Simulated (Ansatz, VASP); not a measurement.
# Two plane-wave programs on SiC

POSCAR

```
SiC
1.0
    0.0000000000      2.1769966200      2.1769966200
    2.1769966200      0.0000000000      2.1769966200
    2.1769966200      2.1769966200      0.0000000000
Si C
1 1
Direct
    0.7500000000      0.7500000000      0.7500000000
    0.0000000000      0.0000000000      0.0000000000
```

File INCAR.step1:

```
PREC = Accurate
ENCUT = 600
ISMEAR = 0
SIGMA = 0.02
LREAL = False
LASPH = True
NELM = 60
GGA = PE
ALGO = Normal
EDIFF = 1E-4
LWAVE = True
LCHARG = False
```

File INCAR.step2:

```
PREC = Accurate
ENCUT = 600
EDIFF = 1E-6
ISMEAR = 0
SIGMA = 0.02
LREAL = False
LASPH = True
NELM = 60
ALGO = Normal
ISIF = 3
LWAVE = False
LCHARG = False
METAGGA = R2SCAN
LMIXTAU = True
IBRION = 2
NSW = 100
EDIFFG = -0.002
ISTART = 1
```

File KPOINTS:

```
Automatic mesh
0
Gamma
  10 10 10
```

Input for Ansatz:

```yaml
crystal:
  lattice:
    - [0.0, 2.17699662, 2.17699662]
    - [2.17699662, 0.0, 2.17699662]
    - [2.17699662, 2.17699662, 0.0]
  atoms:
    - { symbol: Si, position: [0.75, 0.75, 0.75] }
    - { symbol: C, position: [0.0, 0.0, 0.0] }
basis:
  ecutwfc: 500
kpoints:
  mp_grid: { grid: [10, 10, 10] }
hamiltonian:
  xc: r2scan
  pseudopotentials: { kind: paw, azcp: { folder: soft_1 } }
scf:
  occupations: { method: gaussian, width: 0.02 }
output:
  forces: true
  stress: true
  eigenvalues: true
relax:
  adjacent_minimum: "off"
  f_tol: 0.002
  max_steps: 80
  cell: { stress_tol: 0.02 }
```

Alike in both runs: task relaxation of cell and atoms; functional r2SCAN; k mesh 10 × 10 × 10; occupations gaussian, width 0.02 eV; no spin polarisation.

|  | VASP | Ansatz |
| --- | --- | --- |
| version | VASP 6.6.1 | Ansatz 0.2.0 |
| potentials or method | VASP PAW PBE potentials, release 64 (Si, C), cutoff 600 eV | scalar-relativistic, plane waves, PAW |
| valence electrons in the cell | 8 | 8 |

|  | VASP | Ansatz | Ansatz less VASP |
| --- | --- | --- | --- |
| gap on the k mesh at the Fermi level, each at its own relaxed structure (eV) | 1.72 | 1.71 | -0.013 |
| relaxed volume (Å³/atom) | 10.32 | 10.34 | +0.019 |
| relaxed cell length with the largest relative difference (Å) | 3.079 | 3.081 | +0.0019 |

VASP's potentials were made for PBE, not for r2SCAN.

Noted on VASP's run: the relaxation stopped at its first step, so nothing moved.
